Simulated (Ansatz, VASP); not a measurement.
Ag: VASP beside Ansatz

```
Ag
1.0
     2.87815    0.00000    0.00000
     1.43907    2.49255    0.00000
     1.43907    0.83085    2.35000
Ag
1
Direct
  0.00000 0.00000 0.00000
```

Alike in both runs: functional PBE; dispersion D3(BJ); k mesh 13 × 13 × 13; no spin polarisation.

Ansatz relaxed the structure, and its values are those at the end. VASP's run is a single point on that final structure, the one shown.

|  | VASP | Ansatz |
| --- | --- | --- |
| version | VASP 6.6.1 | Ansatz 0.2.0 |
| potentials or method | VASP PAW PBE potentials, release 64 (Ag) | plane waves, PAW |
| plane-wave cutoff (eV) | 520 | 420 |
| occupations | methfessel-paxton of order 1, width 0.05 eV | cold, width 0.05 eV |
| valence electrons in the cell | 11 | 19 |

```csv
,VASP,Ansatz,Ansatz less VASP
pressure (GPa),-0.2,0.0,+0.18
```

VASP's potentials hold 11 valence electrons a cell and Ansatz's 19, so a difference there can come from the potentials and not from the codes.
